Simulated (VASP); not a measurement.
# Te (P6_3/mmc) in VASP: notebook

Runs on Te. Level: LDA. Tasks: single point, relaxation of cell and atoms.

Everything below comes from runs of VASP 6.6.1. Logs are shortened: lines on timing, memory, paths and dates and some standing lists are left out, and cuts for length are marked.

## 1. The cell of the first run

It takes space group P6_3/mmc (No. 194, hexagonal). Conventional cell: a = 3.888 Å, b = 3.888 Å, c = 4.403 Å, α = 90.00°, β = 90.00°, γ = 120.00°. Within 4.1 Å of Te (site symmetry -6m2) lie 12 Te at 3.14 to 3.89 Å.

This isn't the form of Te at room conditions, which is trigonal, of chains.

## 2. Single point, LDA (28.83 Å³/atom)

File INCAR:

```
  PREC = Accurate
  ENCUT = 520
  EDIFF = 1E-6
  ISMEAR = -1
  SIGMA = 0.1
  LREAL = F
  LASPH = T
  NELM = 80
  ALGO = Normal
  ISIF = 2
  LWAVE = F
  LCHARG = F
  NBANDS = 13
```

File KPOINTS:

```
regular mesh
0
Gamma
  11 11 8
```

File POSCAR:

```
Te
1.0
    3.8884201418      0.0000000000      0.0000000000
   -1.9442100709      3.3674706234      0.0000000000
    0.0000000000      0.0000000000      4.4032808466
Te
2
Direct
    0.3333333333      0.6666666667      0.2500000000
    0.6666666667      0.3333333333      0.7500000000
```

Potentials or basis: VASP PAW LDA potentials, release 64 (Te).

Command:

```console
cat potpaw_LDA.64/Te/POTCAR > POTCAR
mpirun -np 1 vasp_std > vasp.out
```

OUTCAR:

```text
PREC = Accurate
   ENCUT = 520
   EDIFF = 1E-6
   ISMEAR = -1
   LREAL = F
   LASPH = T
   NELM = 80
   ISIF = 2

 ion  position               nearest neighbor table
   1  0.333  0.667  0.250-   2 3.14   2 3.14   2 3.14   2 3.14   2 3.14   2 3.14
   2  0.667  0.333  0.750-   1 3.14   1 3.14   1 3.14   1 3.14   1 3.14   1 3.14

  LATTYP: Found a hexagonal cell.
 ALAT       =     3.8884201418
 C/A-ratio  =     1.1324087125

  Lattice vectors:

 A1 = (   3.8884201418,   0.0000000000,   0.0000000000)
 A2 = (  -1.9442100709,   3.3674706234,   0.0000000000)
 A3 = (   0.0000000000,   0.0000000000,   4.4032808466)

Analysis of symmetry for initial positions (statically):
=====================================================================
 Subroutine PRICEL returns:
 Original cell was already a primitive cell.

 Routine SETGRP: Setting up the symmetry group for a
 hexagonal supercell.

 Subroutine GETGRP returns: Found 24 space group operations
 (whereof 12 operations were pure point group operations)
 out of a pool of 24 trial point group operations.

The static configuration has the point symmetry D_3d.
 The point group associated with its full space group is D_6h.

Analysis of symmetry for dynamics (positions and initial velocities):
=====================================================================
 Subroutine PRICEL returns:
 Original cell was already a primitive cell.

 Routine SETGRP: Setting up the symmetry group for a
 hexagonal supercell.

 Subroutine GETGRP returns: Found 24 space group operations
 (whereof 12 operations were pure point group operations)
 out of a pool of 24 trial point group operations.

The dynamic configuration has the point symmetry D_3d.
 The point group associated with its full space group is D_6h.

 Subroutine INISYM returns: Found 24 space group operations
 (whereof 12 operations are pure point group operations),
 and found     1 'primitive' translations

----------------------------------------------------------------------------------------

                                     Primitive cell

  volume of cell :      57.6572

  direct lattice vectors                    reciprocal lattice vectors
     3.888420142  0.000000000  0.000000000     0.257173856  0.148479395  0.000000000
    -1.944210071  3.367470623  0.000000000     0.000000000  0.296958789  0.000000000
     0.000000000  0.000000000  4.403280847     0.000000000  0.000000000  0.227103388

  length of vectors
     3.888420142  3.888420142  4.403280847     0.296958790  0.296958789  0.227103388
[... 91 lines left out ...]
   PSTRESS=    0.0 pullay stress
   NELECT =      12.0000    total number of electrons
   NUPDOWN=      -1.0000    fix difference up-down
   EMIN   =  10.00;   EMAX   =-10.00  energy-range for DOS
   EFERMI =   0.00;   METHOD = LEGACY
   ISMEAR =    -1;   SIGMA  =   0.10  broadening in eV -4-tet -1-fermi 0-gaus
   EFERMI_NEDOS =   21; number of points for ismear=-14 and -15
   IALGO  =     38    algorithm
   IMIX   =      4    mixing-type and parameters
     AMIX     =   0.40;   BMIX     =  1.00
     AMIX_MAG =   1.60;   BMIX_MAG =  1.00
  volume/ion in A,a.u.               =      28.83       194.54
  Fermi-wavevector in a.u.,A,eV,Ry     =   0.970177  1.833368 12.806383  0.941243
  Thomas-Fermi vector in A             =   2.100290
   LORBIT       =      0    0 simple, 1 ext, 2 COOP (PROOUT), +10 PAW based schemes
   GGA     = CA    functional components
   LHFCALC =     F    Hartree Fock is set to
   AEXX    =    0.0000 exact exchange contribution
   IVDW    =     0    specifies the selected vdW correction
   LEPSILON=     F    determine dielectric tensor
   LRPA    =     F    only Hartree local field effects (RPA)
 non-spin polarized calculation
  energy-cutoff  :      520.00
  volume of cell :       57.66
 maximum number of plane-waves:      1576
 NGX is ok and might be reduce to    30

 number of electron      11.9999999 magnetization

 Free energy of the ion-electron system (eV)
  ---------------------------------------------------
  ext. energy  EPLUGINS =         0.00000000
  ---------------------------------------------------
  free energy    TOTEN  =        -7.37169685 eV

  energy without entropy =       -7.33598631  energy(sigma->0) =       -7.35384158

 E-fermi :   7.7748     XC(G=0): -10.0939

 val. band max:        7.7609357300   @ k =   0.3636   0.2727   0.1250
 cond. band min:       7.7862947402   @ k =   0.0909   0.0909   0.3750
 fundamental gap:      0.0253590102
 Fermi energy:         7.7747881361

 k-point     1 :       0.0000    0.0000    0.0000
  band No.  band energies     occupation
      1      -6.5034      2.00000
      2      -0.9608      2.00000
      3       2.6178      2.00000
      4       6.1192      2.00000
      5       6.1192      2.00000
      6       8.8845      0.00003
      7       8.8845      0.00003
      8      10.8877      0.00000
      9      11.5071      0.00000
     10      13.8224      0.00000
     11      15.7508      0.00000
     12      15.7508      0.00000
     13      17.0440      0.00000
[... 354 lines left out ...]
  band No.  band energies     occupation
      1      -5.7728      2.00000
      2      -1.7471      2.00000
      3       3.0363      2.00000
      4       4.7658      2.00000
      5       5.4803      2.00000
      6       7.3370      1.97521
      7       9.1302      0.00000
      8       9.7384      0.00000
      9      12.5519      0.00000
     10      13.7815      0.00000
     11      15.1610      0.00000
     12      16.4570      0.00000
     13      17.0558      0.00000

 [... further k-points ...]

------------------------ aborting loop because EDIFF is reached ----------------------------------------

  FORCE on cell =-STRESS in cart. coord.  units (eV):
  Direction    XX          YY          ZZ          XY          YZ          ZX
  --------------------------------------------------------------------------------------
  -------------------------------------------------------------------------------------
  Total        0.0912949      0.0912949     -0.1341591      0.0000000      0.0000000      0.0000000
  in kB        2.5369014      2.5369014     -3.7280115      0.0000000      0.0000000      0.0000000
  external PRESSURE =       0.4485971 kB  Pullay stress =       0.0000000 kB

 VOLUME and BASIS-vectors are now :
 -----------------------------------------------------------------------------
  energy-cutoff  :      520.00
  volume of cell :       57.66
      direct lattice vectors                 reciprocal lattice vectors
     3.888420142  0.000000000  0.000000000     0.257173856  0.148479395  0.000000000
    -1.944210071  3.367470623  0.000000000     0.000000000  0.296958789  0.000000000
     0.000000000  0.000000000  4.403280847     0.000000000  0.000000000  0.227103388

 POSITION                                       TOTAL-FORCE (eV/Angst)
 -----------------------------------------------------------------------------------
     -0.00000      2.24498      1.10082         0.000000     -0.000000      0.000000
      1.94421      1.12249      3.30246        -0.000000      0.000000      0.000000
 -----------------------------------------------------------------------------------
    total drift:                                0.000000     -0.000000      0.000000

  FREE ENERGIE OF THE ION-ELECTRON SYSTEM (eV)
  ---------------------------------------------------
  free  energy   TOTEN  =        -7.3716968488 eV

  energy  without entropy=       -7.3359863124  energy(sigma->0) =       -7.35384158
```

Run time: 34 s. Hardware: 1 thread of Intel Xeon Platinum 8488C (Sapphire Rapids), shared host; peak memory 0.18 GiB.

Results:

```yaml
Free_energy: -7.3717 eV
Pressure: 0.0 GPa
Band_gap_on_the_k_mesh: zero (bands 6 and 7 overlap by 2.50 eV)
```

Levels at points of the mesh, in eV from the Fermi level:
```csv
k point,band 2,band 3,band 4,band 5,band 6,band 7,band 8,band 9,band 10,band 11
"(0.00, 0.00, 0.00)",-8.74,-5.16,-1.66,-1.66,1.11,1.11,3.11,3.73,6.05,7.98
"(0.00, 0.00, 0.50)",-12.48,-0.42,-0.42,-0.23,-0.23,-0.23,-0.23,6.58,6.58,6.58
```

Caveat: spin-orbit coupling is left out, which moves the levels of the heavy elements.

## 3. Single point, LDA (29.98 Å³/atom)

This run uses another cell than the first one, of 29.98 Å³/atom.

File INCAR:

```
SYSTEM = Te
  PREC = Accurate
  ENCUT = 520
  EDIFF = 1E-7
  ISMEAR = -1
  SIGMA = 0.1
  LREAL = .FALSE.
  LASPH = .TRUE.
  NELM = 80
  ALGO = Normal
  ISIF = 2
  LWAVE = .FALSE.
  LCHARG = .FALSE.
  NBANDS = 13
```

File KPOINTS:

```
regular mesh
0
G
  11 11 8
  0 0 0
```

File POSCAR:

```
Te
1.0
    3.9395894327      0.0000000000      0.0000000000
   -1.9697947163      3.4117845292      0.0000000000
    0.0000000000      0.0000000000      4.4612253973
Te
2
Direct
    0.3333333333      0.6666666667      0.2500000000
    0.6666666667      0.3333333333      0.7500000000
```

Potentials or basis: VASP PAW LDA potentials, release 64 (Te).

Command:

```console
cat potpaw_LDA.64/Te/POTCAR > POTCAR
mpirun -np 1 vasp_std > vasp.out
```

Run time: 36 s. Hardware: 1 thread of Intel Xeon Platinum 8488C (Sapphire Rapids), shared host; peak memory 0.18 GiB.

It converged, with:

| Quantity | Value |
| --- | --- |
| Free energy | -7.3557 eV |
| Pressure | -2.2 GPa |
| Band gap on the k mesh | zero (bands 6 and 7 overlap by 2.45 eV) |

Stress tensor (GPa, compression positive):
```
-1.55  0.00  0.00
 0.00 -1.55  0.00
 0.00  0.00 -3.48
```

Levels at points of the mesh, in eV from the Fermi level:
```
           k point  band 4  band 5  band 6  band 7  band 8  band 9
(0.00, 0.00, 0.00)   -1.58   -1.58    1.07    1.07    3.24    3.53
(0.00, 0.00, 0.50)   -0.52   -0.23   -0.23   -0.23   -0.23    6.63
```

Caveat: spin-orbit coupling is left out, which moves the levels of the heavy elements.

## 4. Single point, LDA (31.13 Å³/atom)

This run uses another cell than the first one, of 31.13 Å³/atom.

File INCAR:

```
PREC = Accurate
ENCUT = 520
EDIFF = 1E-6
ISMEAR = -1
SIGMA = 0.1
LREAL = False
LASPH = True
NELM = 80
ALGO = Normal
ISIF = 2
LWAVE = False
LCHARG = False
GGA = CA
NBANDS = 13
```

File KPOINTS:

```
regular mesh
0
Gamma
  11 11 8
```

File POSCAR:

```
Te
1.0
    3.9894629479      0.0000000000      0.0000000000
   -1.9947314739      3.4549762603      0.0000000000
    0.0000000000      0.0000000000      4.5177026004
Te
2
Direct
    0.3333333333      0.6666666667      0.2500000000
    0.6666666667      0.3333333333      0.7500000000
```

Command:

```console
cat potpaw_LDA.64/Te/POTCAR > POTCAR
mpirun -np 1 vasp_std > vasp.out
```

Wall time 34 s (1 thread of Intel Xeon Platinum 8488C (Sapphire Rapids), shared host); peak memory 0.18 GiB.

It converged, with:

```yaml
Free_energy: -7.3109 eV
Pressure: -4.0 GPa
Band_gap_on_the_k_mesh: zero (bands 6 and 7 overlap by 2.39 eV)
```

Stress tensor (GPa, compression positive):
```
-2.99  0.00  0.00
 0.00 -2.99  0.00
 0.00  0.00 -5.95
```

Levels at points of the mesh, in eV from the Fermi level:
| k point | band 3 | band 4 | band 5 | band 6 | band 7 | band 8 | band 9 | band 10 |
| --- | --- | --- | --- | --- | --- | --- | --- | --- |
| (0.00, 0.00, 0.00) | -4.69 | -1.51 | -1.51 | 1.04 | 1.04 | 3.34 | 3.35 | 6.01 |
| (0.00, 0.00, 0.50) | -0.60 | -0.60 | -0.22 | -0.22 | -0.22 | -0.22 | 6.67 | 6.67 |

Caveat: the cell stands under tension; spin-orbit coupling is left out, which moves the levels of the heavy elements.

## 5. Single point, LDA (32.29 Å³/atom)

This run uses another cell than the first one, of 32.29 Å³/atom.

File INCAR:

```
SYSTEM = Te
PREC = Accurate
ENCUT = 520
EDIFF = 1E-6
ISMEAR = -1
SIGMA = 0.1
LREAL = .FALSE.
LASPH = .TRUE.
NELM = 100
ALGO = Normal
ISIF = 2
LWAVE = .FALSE.
LCHARG = .FALSE.
GGA = CA
NBANDS = 13
```

File KPOINTS:

```
Automatic mesh
0
G
  11 11 8
  0 0 0
```

File POSCAR:

```
Te
1.0
    4.0381197304      0.0000000000      0.0000000000
   -2.0190598652      3.4971142701      0.0000000000
    0.0000000000      0.0000000000      4.5728019649
Te
2
Direct
    0.3333333333      0.6666666667      0.2500000000
    0.6666666667      0.3333333333      0.7500000000
```

Potentials or basis: VASP PAW LDA potentials, release 64 (Te).

Command:

```console
cat potpaw_LDA.64/Te/POTCAR > POTCAR
mpirun -np 1 vasp_std > vasp.out
```

OUTCAR:

```text
SYSTEM = Te
   PREC = Accurate
   ENCUT = 520
   EDIFF = 1E-6
   ISMEAR = -1
   LREAL = .FALSE.
   LASPH = .TRUE.
   NELM = 100
   ISIF = 2
   GGA = CA

 ion  position               nearest neighbor table
   1  0.333  0.667  0.250-   2 3.27   2 3.27   2 3.27   2 3.27   2 3.27   2 3.27
   2  0.667  0.333  0.750-   1 3.27   1 3.27   1 3.27   1 3.27   1 3.27   1 3.27

  LATTYP: Found a hexagonal cell.
 ALAT       =     4.0381197304
 C/A-ratio  =     1.1324087125

  Lattice vectors:

[... 572 lines left out ...]

------------------------ aborting loop because EDIFF is reached ----------------------------------------

  FORCE on cell =-STRESS in cart. coord.  units (eV):
  Direction    XX          YY          ZZ          XY          YZ          ZX
  --------------------------------------------------------------------------------------
  -------------------------------------------------------------------------------------
  Total       -1.6659020     -1.6659020     -3.1865940      0.0000000      0.0000000      0.0000000
  in kB      -41.3322091    -41.3322091    -79.0616562      0.0000000      0.0000000      0.0000000
  external PRESSURE =     -53.9086915 kB  Pullay stress =       0.0000000 kB

 VOLUME and BASIS-vectors are now :
 -----------------------------------------------------------------------------
  energy-cutoff  :      520.00
  volume of cell :       64.58
      direct lattice vectors                 reciprocal lattice vectors
     4.038119730  0.000000000  0.000000000     0.247640007  0.142975025  0.000000000
    -2.019059865  3.497114270  0.000000000     0.000000000  0.285950050  0.000000000
     0.000000000  0.000000000  4.572801965     0.000000000  0.000000000  0.218684301

 POSITION                                       TOTAL-FORCE (eV/Angst)
 -----------------------------------------------------------------------------------
     -0.00000      2.33141      1.14320        -0.000000      0.000000      0.000000
      2.01906      1.16570      3.42960         0.000000     -0.000000      0.000000
 -----------------------------------------------------------------------------------
    total drift:                               -0.000000      0.000000      0.000000

  FREE ENERGIE OF THE ION-ELECTRON SYSTEM (eV)
  ---------------------------------------------------
  free  energy   TOTEN  =        -7.2430873328 eV

  energy  without entropy=       -7.2016062314  energy(sigma->0) =       -7.22234678
```

OSZICAR:

```text
N       E                     dE             d eps       ncg     rms          rms(c)
DAV:   1     0.447659824454E+02    0.44766E+02   -0.45196E+03  2080   0.743E+02
DAV:   2    -0.444125364025E+01   -0.49207E+02   -0.47137E+02  2821   0.114E+02
DAV:   3    -0.721190239822E+01   -0.27706E+01   -0.27514E+01  2715   0.301E+01
DAV:   4    -0.725442241743E+01   -0.42520E-01   -0.42514E-01  2492   0.446E+00
DAV:   5    -0.725533786681E+01   -0.91545E-03   -0.91544E-03  2680   0.642E-01    0.842E+00
DAV:   6    -0.724650073945E+01    0.88371E-02   -0.67907E-03  2445   0.384E-01    0.520E+00
DAV:   7    -0.724325351315E+01    0.32472E-02   -0.11953E-02  2300   0.506E-01    0.239E-01
DAV:   8    -0.724308654031E+01    0.16697E-03   -0.65686E-04  2445   0.142E-01    0.977E-02
DAV:   9    -0.724308900470E+01   -0.24644E-05   -0.19243E-05  2705   0.263E-02    0.244E-02
DAV:  10    -0.724308734647E+01    0.16582E-05   -0.39054E-06  2415   0.926E-03    0.253E-02
DAV:  11    -0.724308733278E+01    0.13689E-07   -0.94627E-08  1490   0.215E-03
   1 F= -.72430873E+01 E0= -.72223468E+01  d E =-.414811E-01
```

stdout:

```text
POSCAR found type information on POSCAR Te
 POSCAR found :  1 types and       2 ions
 scaLAPACK will be used
 LDA part: xc-table for (Slater(with rela. corr.)+CA(PZ))
 , standard interpolation
 POSCAR, INCAR and KPOINTS ok, starting setup
 FFT: planning ... GRIDC
 FFT: planning ... GRID_SOFT
 FFT: planning ... GRID
 WAVECAR not read
 entering main loop
```

Wall time 33 s (1 thread of Intel Xeon Platinum 8488C (Sapphire Rapids), shared host); peak memory 0.18 GiB.

Results:

```
Free energy            : -7.2431 eV
Pressure               : -5.4 GPa
Band gap on the k mesh : zero (bands 6 and 7 overlap by 2.31 eV)
```

Caveat: the cell stands under tension; spin-orbit coupling is left out, which moves the levels of the heavy elements.

## 6. Relaxation of cell and atoms, LDA

This run uses another cell than the first one, of the same volume but with other edges.

File INCAR:

```
ALGO = Normal
EDIFF = 1E-6
EDIFFG = -0.01
ENCUT = 600
GGA = CA
IBRION = 2
ISIF = 3
ISMEAR = -1
LASPH = T
LCHARG = F
LREAL = F
LWAVE = F
NELM = 100
NSW = 80
PREC = Accurate
SIGMA = 0.1
```

File KPOINTS:

```
k-points
0
Gamma
  11 11 6
```

File POSCAR:

```
Te
1.0
    3.4420649897      0.0000000000      0.0000000000
   -1.7210324948      2.9809157225      0.0000000000
    0.0000000000      0.0000000000      5.6208921281
Te
2
Direct
    0.3333333333      0.6666666667      0.2500000000
    0.6666666667      0.3333333333      0.7500000000
```

Potentials or basis: VASP PAW LDA potentials, release 64 (Te).

Command:

```console
cat potpaw_LDA.64/Te/POTCAR > POTCAR
mpirun -np 1 vasp_std > vasp.out
```

Run time: 5.1 min. Hardware: 1 thread of Intel Xeon Platinum 8488C (Sapphire Rapids), shared host; peak memory 0.19 GiB.

The run converged. Its results:

```yaml
Free_energy: -7.3598 eV
Relaxed_volume: 28.87 Å³/atom
Relaxed_cell: a = 3.888 Å, b = 3.888 Å, c = 4.409 Å, α = 90.00°, β = 90.00°, γ = 120.00°
Space_group_after_relaxing_to_0.1_Å: P6_3/mmc (No. 194)
Energy_gained_by_relaxing: 222.7 meV/atom
Ionic_steps: 25
Pressure_after_relaxing: 0.0 GPa
Band_gap_on_the_k_mesh: zero (bands 6 and 7 overlap by 2.51 eV)
```

The path:
```tsv
step	energy change (eV)	largest force (eV/Å)	pressure (GPa)	volume (Å³)
1	0.0000	0.0000	-4.64	57.67
2	-0.0784	0.0000	2.80	50.97
3	-0.0887	0.0000	0.55	52.52
4	-0.1196	0.0000	0.97	52.27
5	-0.2460	0.0000	3.62	51.26
6	0.0500	0.0000	18.37	48.08
7	-0.2827	0.0000	5.80	50.64
8	-0.2741	0.0000	8.25	50.05
9	-0.2833	0.0000	7.18	50.30
10	-0.2890	0.0000	7.17	50.38
11	-0.3031	0.0000	7.22	50.64
12	-0.3176	0.0000	7.57	51.13
13	-0.2977	0.0000	8.70	51.98
14	-0.3175	0.0000	7.90	51.45
15	-0.3436	0.0000	6.89	52.06
16	-0.4027	0.0000	4.16	53.91
17	-0.4451	0.0000	-0.19	57.75
18	-0.4452	0.0000	-0.07	57.62
19	-0.4451	0.0000	0.05	57.49
20	-0.4452	0.0000	0.06	57.50
21	-0.4452	0.0000	0.06	57.52
22	-0.4453	0.0000	0.07	57.55
23	-0.4454	0.0000	0.10	57.63
24	-0.4454	0.0000	0.10	57.61
25	-0.4454	0.0000	-0.02	57.73
```

Final structure:
```yaml
crystal:
  lattice:
    - [3.88824, 0.00000, 0.00000]
    - [-1.94412, 3.36731, 0.00000]
    - [0.00000, 0.00000, 4.40936]
  atoms:
    - { symbol: Te, position: [0.33333, 0.66667, 0.25000] }
    - { symbol: Te, position: [0.66667, 0.33333, 0.75000] }
```

Levels at points of the mesh, in eV from the Fermi level:
| k point | band 2 | band 3 | band 4 | band 5 | band 6 | band 7 | band 8 | band 9 | band 10 |
| --- | --- | --- | --- | --- | --- | --- | --- | --- | --- |
| (0.00, 0.00, 0.00) | -8.69 | -5.10 | -1.58 | -1.58 | 1.17 | 1.17 | 3.18 | 3.79 | 6.11 |
| (0.00, 0.00, 0.50) | -12.41 | -0.36 | -0.36 | -0.17 | -0.17 | -0.17 | -0.17 | 6.94 | 6.94 |

Caveat: a cell axis changed by over 15 % at a fixed basis, so the end point is rough; spin-orbit coupling is left out, which moves the levels of the heavy elements.

## 7. The runs side by side

```tsv
task	cell	k mesh	cutoff (eV)	gap on the mesh (eV)	pressure (GPa)
single point	a = 3.888, b = 3.888, c = 4.403 Å, angles 90.0, 90.0, 120.0°, 2 atoms	11 × 11 × 8	520	none	0.0
single point	a = 3.940, b = 3.940, c = 4.461 Å, angles 90.0, 90.0, 120.0°, 2 atoms	11 × 11 × 8	520	none	-2.2
single point	a = 3.989, b = 3.989, c = 4.518 Å, angles 90.0, 90.0, 120.0°, 2 atoms	11 × 11 × 8	520	none	-4.0
single point	a = 4.038, b = 4.038, c = 4.573 Å, angles 90.0, 90.0, 120.0°, 2 atoms	11 × 11 × 8	520	none	-5.4
relaxation of cell and atoms	relaxed from a = 3.442, b = 3.442, c = 5.621 Å, angles 90.0, 90.0, 120.0°, 2 atoms	11 × 11 × 6	600	none	0.0
```

Alike in all rows: level LDA; potentials or basis VASP PAW LDA potentials, release 64 (Te); no spin polarisation; smearing fermi-dirac 0.1 eV.

Caveats: spin-orbit coupling is left out, which moves the levels of the heavy elements; the cell stands under tension (at least some runs); a cell axis changed by over 15 % at a fixed basis, so the end point is rough (at least some runs).

Total energies depend on the potentials used, so only differences within one code and one set of settings carry meaning.

The gap in the log of VASP goes by the Fermi energy; the results here count the filled bands.